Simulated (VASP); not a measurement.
# K (R-3m) in VASP: notebook

Runs on K. Level: PBEsol. Tasks: single point.

All numbers are computed with VASP 6.6.1; they aren't measurements. Logs are shortened: lines on timing, memory, paths and dates and some standing lists are left out, and cuts for length are marked.

## (1) The cell of the first run

Symmetry: R-3m, No. 166, trigonal system. The conventional cell has a = 6.833 Å, b = 6.833 Å, c = 5.942 Å, α = 90.00°, β = 90.00°, γ = 120.00°. K (site symmetry -3m) has 12 K at 4.41 to 5.59 Å within 5.8 Å.

## (2) Single point, PBEsol

File INCAR:

```
SYSTEM = K
ALGO = Fast
EDIFF = 1E-7
ENCUT = 520
GGA = PS
ISIF = 2
ISMEAR = 0
LASPH = .TRUE.
LCHARG = .TRUE.
LELF = .TRUE.
LREAL = .FALSE.
LVHAR = .TRUE.
LWAVE = .FALSE.
NBANDS = 10
NELM = 80
PREC = Accurate
SIGMA = 0.15
```

File KPOINTS:

```
k-points
0
G
  12 12 12
  0 0 0
```

File POSCAR:

```
K
1.0
    4.3646571951     -0.4670666371     -0.4670666371
   -0.4670666371      4.3646571951     -0.4670666371
   -0.4670666371     -0.4670666371      4.3646571951
K
1
Direct
    0.0000000000      0.0000000000      0.0000000000
```

Potentials or basis: VASP PAW PBE potentials, release 64 (K_sv).

Command:

```sh
$ cat potpaw_PBE.64/K_sv/POTCAR > POTCAR
$ mpirun -np 1 vasp_std > vasp.out
```

OUTCAR:

```text
SYSTEM = K
   EDIFF = 1E-7
   ENCUT = 520
   GGA = PS
   ISIF = 2
   ISMEAR = 0
   LASPH = .TRUE.
   LREAL = .FALSE.
   NELM = 80
   PREC = Accurate

 ion  position               nearest neighbor table
   1  0.000  0.000  0.000-

  LATTYP: Found a trigonal (rhomboedric) cell.
 ALAT       =     4.4143555495
 COS(alpha) =    -0.1980352222

  Lattice vectors:

 A1 = (   4.3646571951,  -0.4670666371,  -0.4670666371)
 A2 = (  -0.4670666371,   4.3646571951,  -0.4670666371)
 A3 = (  -0.4670666371,  -0.4670666371,   4.3646571951)

Analysis of symmetry for initial positions (statically):
=====================================================================
 Subroutine PRICEL returns:
 Original cell was already a primitive cell.

 Routine SETGRP: Setting up the symmetry group for a
 trigonal (rhombohedral) supercell.

 Subroutine GETGRP returns: Found 12 space group operations
 (whereof 12 operations were pure point group operations)
 out of a pool of 12 trial point group operations.

The static configuration has the point symmetry D_3d.

Analysis of symmetry for dynamics (positions and initial velocities):
=====================================================================
 Subroutine PRICEL returns:
 Original cell was already a primitive cell.

 Routine SETGRP: Setting up the symmetry group for a
 trigonal (rhombohedral) supercell.

 Subroutine GETGRP returns: Found 12 space group operations
 (whereof 12 operations were pure point group operations)
 out of a pool of 12 trial point group operations.

The dynamic configuration has the point symmetry D_3d.

 Subroutine INISYM returns: Found 12 space group operations
 (whereof 12 operations are pure point group operations),
 and found     1 'primitive' translations

----------------------------------------------------------------------------------------

                                     Primitive cell

  volume of cell :      80.0875

  direct lattice vectors                    reciprocal lattice vectors
     4.364657195 -0.467066637 -0.467066637     0.235143869  0.028178397  0.028178397
    -0.467066637  4.364657195 -0.467066637     0.028178397  0.235143869  0.028178397
    -0.467066637 -0.467066637  4.364657195     0.028178397  0.028178397  0.235143869

  length of vectors
     4.414355550  4.414355550  4.414355550     0.238496715  0.238496715  0.238496715

  position of ions in fractional coordinates (direct lattice)
     0.000000000  0.000000000  0.000000000

  ion indices of the primitive-cell ions
   primitive index   ion index
                 1           1

----------------------------------------------------------------------------------------

 KPOINTS: k-points

Automatic generation of k-mesh.
 Grid dimensions read from file:
 generate k-points for:   12   12   12

 Generating k-lattice:

  Cartesian coordinates                     Fractional coordinates (reciprocal lattice)
     0.019595322  0.002348200  0.002348200     0.083333333  0.000000000  0.000000000
     0.002348200  0.019595322  0.002348200     0.000000000  0.083333333  0.000000000
     0.002348200  0.002348200  0.019595322     0.000000000  0.000000000  0.083333333

  Length of vectors
     0.019874726  0.019874726  0.019874726

  Shift w.r.t. Gamma in fractional coordinates (k-lattice)
     0.000000000  0.000000000  0.000000000

 Subroutine IBZKPT returns following result:
 ===========================================

 Found    189 irreducible k-points:

 Following reciprocal coordinates:
            Coordinates               Weight
  0.000000  0.000000  0.000000      1.000000
  0.083333 -0.000000  0.000000      6.000000
  0.166667  0.000000  0.000000      6.000000
  0.250000  0.000000  0.000000      6.000000
  0.333333 -0.000000  0.000000      6.000000
  0.416667  0.000000  0.000000      6.000000
[... 16 lines left out ...]
  0.500000  0.166667  0.000000     12.000000
 -0.416667  0.166667 -0.000000     12.000000
 [... further k-points ...]
   k-points           NKPTS =    189   k-points in BZ     NKDIM =    189   number of bands    NBANDS=     10
   number of dos      NEDOS =    301   number of ions     NIONS =      1
   total plane-waves  NPLWV =  46656
   dimension x,y,z NGX =    36 NGY =   36 NGZ =   36
   dimension x,y,z NGXF=    72 NGYF=   72 NGZF=   72
   ions per type =               1
   NGX,Y,Z   is equivalent  to a cutoff of  13.56, 13.56, 13.56 a.u.
   NGXF,Y,Z  is equivalent  to a cutoff of  27.12, 27.12, 27.12 a.u.
 SYSTEM =  K
   PREC   = accura    normal or accurate (medium, high low for compatibility)
   ISTART =      0    job   : 0-new  1-cont  2-samecut
   ICHARG =      2    charge: 1-file 2-atom 10-const
   ISPIN  =      1    spin polarized calculation?
   LNONCOLLINEAR =      F non collinear calculations
   LSORBIT =      F    spin-orbit coupling
   LASPH  =      T    aspherical Exc in radial PAW
   ENCUT  =  520.0 eV  38.22 Ry    6.18 a.u.   8.21  8.21  8.21*2*pi/ulx,y,z
   NELM   =     80;   NELMIN=  2; NELMDL= -5     # of ELM steps
   EDIFF  = 0.1E-06   stopping-criterion for ELM
   LREAL  =      F    real-space projection
   EDIFFG = 0.1E-05   stopping-criterion for IOM
   NSW    =      0    number of steps for IOM
   IBRION =     -1    ionic relax: 0-MD 1-quasi-New 2-CG
   NFREE  =      0    steps in history (QN), initial steepest desc. (CG)
   ISIF   =      2    stress and relaxation
   ISYM   =      2    0-nonsym 1-usesym 2-fastsym
   POTIM  = 0.5000    time-step for ionic-motion
   TEBEG  =    0.0;   TEEND  =   0.0 temperature during run
   PSTRESS=    0.0 pullay stress
   NELECT =       9.0000    total number of electrons
   NUPDOWN=      -1.0000    fix difference up-down
   EMIN   =  10.00;   EMAX   =-10.00  energy-range for DOS
   EFERMI =   0.00;   METHOD = LEGACY
   ISMEAR =     0;   SIGMA  =   0.15  broadening in eV -4-tet -1-fermi 0-gaus
   EFERMI_NEDOS =   21; number of points for ismear=-14 and -15
   IALGO  =     68    algorithm
   IMIX   =      4    mixing-type and parameters
     AMIX     =   0.40;   BMIX     =  1.00
     AMIX_MAG =   1.60;   BMIX_MAG =  1.00
  volume/ion in A,a.u.               =      80.09       540.46
  Fermi-wavevector in a.u.,A,eV,Ry     =   0.790013  1.492908  8.491671  0.624120
  Thomas-Fermi vector in A             =   1.895269
   LORBIT       =      0    0 simple, 1 ext, 2 COOP (PROOUT), +10 PAW based schemes
   GGA     = PS    functional components
   LHFCALC =     F    Hartree Fock is set to
   AEXX    =    0.0000 exact exchange contribution
   IVDW    =     0    specifies the selected vdW correction
   LEPSILON=     F    determine dielectric tensor
   LRPA    =     F    only Hartree local field effects (RPA)
 non-spin polarized calculation
 RMM-DIIS sequential band-by-band and
 Gauss-broadening in eV      SIGMA  =   0.15
  energy-cutoff  :      520.00
  volume of cell :       80.09
 maximum number of plane-waves:      2204
 NGX is ok and might be reduce to    36

 number of electron       9.0000000 magnetization

 Free energy of the ion-electron system (eV)
  ---------------------------------------------------
  ext. energy  EPLUGINS =         0.00000000
  ---------------------------------------------------
  free energy    TOTEN  =        -1.07134808 eV

  energy without entropy =       -1.06177374  energy(sigma->0) =       -1.06656091

 E-fermi :  -0.3162     XC(G=0):  -5.4854

 val. band max:       -0.3335940885   @ k =  -0.4167   0.2500   0.2500
 cond. band min:      -0.3119858769   @ k =  -0.3333   0.3333   0.2500
 fundamental gap:      0.0216082116
 Fermi energy:        -0.3162343740

 k-point     1 :       0.0000    0.0000    0.0000
  band No.  band energies     occupation
      1     -32.4644      2.00000
      2     -15.9717      2.00000
      3     -15.9717      2.00000
      4     -15.9714      2.00000
      5      -2.3708      2.00000
      6       2.9571      0.00000
      7       2.9571      0.00000
      8       4.9233      0.00000
      9       5.4018      0.00000
     10       5.4023      0.00000

 k-point     2 :       0.0833   -0.0000    0.0000
  band No.  band energies     occupation
      1     -32.4642      2.00000
      2     -15.9763      2.00000
      3     -15.9714      2.00000
      4     -15.9712      2.00000
      5      -2.3031      2.00000
      6       2.8558      0.00000
      7       2.9632      0.00000
      8       4.8180      0.00000
      9       5.2864      0.00000
     10       5.3424      0.00000

 k-point     3 :       0.1667    0.0000    0.0000
  band No.  band energies     occupation
      1     -32.4636      2.00000
      2     -15.9891      2.00000
      3     -15.9708      2.00000
      4     -15.9706      2.00000
      5      -2.1024      2.00000
      6       2.5122      0.00000
      7       2.9759      0.00000
      8       4.7184      0.00000
      9       5.0962      0.00000
     10       5.3494      0.00000

 k-point     4 :       0.2500    0.0000    0.0000
  band No.  band energies     occupation
      1     -32.4628      2.00000
      2     -16.0065      2.00000
      3     -15.9699      2.00000
      4     -15.9698      2.00000
      5      -1.7756      2.00000
      6       1.9420      0.00000
      7       2.9825      0.00000
      8       4.7790      0.00000
      9       4.9750      0.00000
     10       5.3099      0.00000

 k-point     5 :       0.3333   -0.0000    0.0000
  band No.  band energies     occupation
      1     -32.4620      2.00000
      2     -16.0238      2.00000
      3     -15.9690      2.00000
      4     -15.9689      2.00000
      5      -1.3338      2.00000
      6       1.2549      0.00000
      7       2.9747      0.00000
      8       4.7104      0.00000
      9       4.9680      0.00000
     10       5.3733      0.00000

 k-point     6 :       0.4167    0.0000    0.0000
  band No.  band energies     occupation
      1     -32.4614      2.00000
      2     -16.0364      2.00000
      3     -15.9684      2.00000
      4     -15.9683      2.00000
      5      -0.7932      1.99999
      6       0.5434      0.00000
      7       2.9592      0.00000
      8       4.5360      0.00000
      9       5.0461      0.00000
     10       5.5486      0.00000
[... 183 lines left out ...]
 k-point    21 :       0.3333    0.1667    0.0000
  band No.  band energies     occupation
      1     -32.4612      2.00000
      2     -16.0232      2.00000
      3     -15.9859      2.00000
      4     -15.9681      2.00000
      5      -0.8490      2.00000
      6       1.0802      0.00000
      7       2.4615      0.00000
      8       4.2758      0.00000
      9       5.0805      0.00000
     10       5.3168      0.00000

 k-point    22 :       0.4167    0.1667    0.0000
  band No.  band energies     occupation
      1     -32.4606      2.00000
      2     -16.0352      2.00000
      3     -15.9844      2.00000
      4     -15.9673      2.00000
      5      -0.2761      0.70539
      6       0.3997      0.00000
      7       2.5763      0.00000
      8       4.1572      0.00000
      9       5.0436      0.00000
     10       5.2541      0.00000

 k-point    23 :       0.5000    0.1667    0.0000
  band No.  band energies     occupation
      1     -32.4605      2.00000
      2     -16.0394      2.00000
      3     -15.9833      2.00000
      4     -15.9670      2.00000
      5      -0.2575      0.58000
      6       0.3757      0.00000
      7       2.7479      0.00000
      8       4.1166      0.00000
      9       4.8694      0.00000
     10       5.1936      0.00000

 k-point    24 :      -0.4167    0.1667   -0.0000
  band No.  band energies     occupation
      1     -32.4607      2.00000
      2     -16.0346      2.00000
      3     -15.9828      2.00000
      4     -15.9671      2.00000
      5      -0.8359      2.00000
      6       1.0660      0.00000
      7       2.9506      0.00000
      8       4.0404      0.00000
      9       4.7521      0.00000
     10       5.0852      0.00000

 [... further k-points ...]

------------------------ aborting loop because EDIFF is reached ----------------------------------------

  FORCE on cell =-STRESS in cart. coord.  units (eV):
  Direction    XX          YY          ZZ          XY          YZ          ZX
  --------------------------------------------------------------------------------------
  -------------------------------------------------------------------------------------
  Total       -0.1229296     -0.1229296     -0.1229296     -0.1062130     -0.1062130     -0.1062130
  in kB       -2.4592493     -2.4592493     -2.4592493     -2.1248275     -2.1248275     -2.1248275
  external PRESSURE =      -2.4592493 kB  Pullay stress =       0.0000000 kB

 VOLUME and BASIS-vectors are now :
 -----------------------------------------------------------------------------
  energy-cutoff  :      520.00
  volume of cell :       80.09
      direct lattice vectors                 reciprocal lattice vectors
     4.364657195 -0.467066637 -0.467066637     0.235143869  0.028178397  0.028178397
    -0.467066637  4.364657195 -0.467066637     0.028178397  0.235143869  0.028178397
    -0.467066637 -0.467066637  4.364657195     0.028178397  0.028178397  0.235143869

 POSITION                                       TOTAL-FORCE (eV/Angst)
 -----------------------------------------------------------------------------------
      0.00000      0.00000      0.00000        -0.000000      0.000000     -0.000000
 -----------------------------------------------------------------------------------
    total drift:                                0.000000     -0.000000     -0.000000

  FREE ENERGIE OF THE ION-ELECTRON SYSTEM (eV)
  ---------------------------------------------------
  free  energy   TOTEN  =        -1.0713480760 eV

  energy  without entropy=       -1.0617737395  energy(sigma->0) =       -1.06656091
```

Wall time 1.8 min (1 thread of Intel Xeon Platinum 8488C (Sapphire Rapids), shared host); peak memory 0.3 GiB.

Results:

```
Free energy : -1.0713 eV
Pressure    : -0.2 GPa
```

Caveat: the PAW data sets were made with another functional, which shifts forces and pressure a little.

## (3) Single point, PBEsol

File INCAR:

```
PREC     = Accurate       # precision mode
ENCUT    = 520            # plane-wave cutoff, eV
EDIFF    = 1E-6           # SCF threshold, eV
ISMEAR   = 0              # smearing method
SIGMA    = 0.15           # smearing width, eV
LREAL    = False          # projectors in reciprocal space
LASPH    = True           # aspherical terms in the spheres
NELM     = 100            # most SCF steps
ALGO     = Fast           # electronic algorithm
ISIF     = 2              # what is computed and relaxed
LWAVE    = False          # write WAVECAR
LCHARG   = False          # write CHGCAR
GGA      = PS             # functional
NBANDS   = 10             # bands
```

File KPOINTS:

```
regular mesh
0
Gamma
  12 12 12
```

File POSCAR:

```
K
1.0
    4.3693312699      0.5253448154      0.5253448154
    0.5253448154      4.3693312699      0.5253448154
    0.5253448154      0.5253448154      4.3693312699
K
1
Direct
    0.0000000000      0.0000000000      0.0000000000
```

Potentials or basis: VASP PAW PBE potentials, release 64 (K_sv).

Command:

```sh
$ cat potpaw_PBE.64/K_sv/POTCAR > POTCAR
$ mpirun -np 1 vasp_std > vasp.out
```

It took 80 s on 1 thread of Intel Xeon Platinum 8488C (Sapphire Rapids), shared host; peak memory 0.3 GiB.

Results (log left out):

```
Free energy : -1.0720 eV
Pressure    : -0.2 GPa
```

Stress tensor (GPa, compression positive):
```
-0.24  0.21  0.21
 0.21 -0.24  0.21
 0.21  0.21 -0.24
```

Levels at points of the mesh, in eV from the Fermi level:
```
           k point  band 1  band 2  band 3  band 4  band 5  band 6  band 7  band 8  band 9  band 10
(0.00, 0.00, 0.00)  -32.14  -15.65  -15.65  -15.65   -2.05    3.26    3.26    5.48    5.68     5.70
(0.50, 0.00, 0.00)  -32.14  -15.72  -15.65  -15.64    0.04    0.26    3.43    5.07    5.17     5.44
(0.50, 0.50, 0.00)  -32.13  -15.72  -15.69  -15.64    1.03    1.47    2.18    3.23    4.94     5.56
(0.50, 0.50, 0.50)  -32.13  -15.73  -15.68  -15.68    1.29    1.92    3.04    3.04    5.19     5.53
```

Caveat: the PAW data sets were made with another functional, which shifts forces and pressure a little.

## (4) Single point, PBEsol

This run uses another cell than the first one, of the same volume but with other edges.

File INCAR:

```
ALGO     = Fast           # electronic algorithm
EDIFF    = 1E-6           # SCF threshold, eV
ENCUT    = 520            # plane-wave cutoff, eV
GGA      = PS             # functional
ISIF     = 2              # what is computed and relaxed
ISMEAR   = 0              # smearing method
LASPH    = True           # aspherical terms in the spheres
LCHARG   = False          # write CHGCAR
LREAL    = False          # projectors in reciprocal space
LWAVE    = False          # write WAVECAR
NBANDS   = 10             # bands
NELM     = 60             # most SCF steps
PREC     = Accurate       # precision mode
SIGMA    = 0.15           # smearing width, eV
```

File KPOINTS:

```
k-points
0
Gamma
  12 12 12
```

File POSCAR:

```
K
1.0
    4.4291789711     -0.6814121494     -0.6814121494
   -0.6814121494      4.4291789711     -0.6814121494
   -0.6814121494     -0.6814121494      4.4291789711
K
1
Direct
    0.0000000000      0.0000000000      0.0000000000
```

Command:

```sh
$ cat potpaw_PBE.64/K_sv/POTCAR > POTCAR
$ mpirun -np 1 vasp_std > vasp.out
```

Wall time 83 s (1 thread of Intel Xeon Platinum 8488C (Sapphire Rapids), shared host); peak memory 0.3 GiB.

Results (log left out):

- Free energy: -1.1063 eV
- Pressure: -0.3 GPa

Stress tensor (GPa, compression positive):
```
-0.32 -0.18 -0.18
-0.18 -0.32 -0.18
-0.18 -0.18 -0.32
```

Levels at points of the mesh, in eV from the Fermi level:
```csv
k point,band 2,band 3,band 4,band 5,band 6,band 7
"(0.00, 0.00, 0.00)",-15.60,-15.60,-15.60,-2.05,3.73,3.73
"(0.50, 0.00, 0.00)",-15.66,-15.60,-15.60,0.20,0.41,3.18
"(0.50, 0.50, 0.00)",-15.67,-15.63,-15.60,0.71,0.95,2.85
"(0.50, 0.50, 0.50)",-15.66,-15.66,-15.62,1.74,1.74,3.29
```

Caveat: the PAW data sets were made with another functional, which shifts forces and pressure a little.

(Continued in part 2 of 2.)
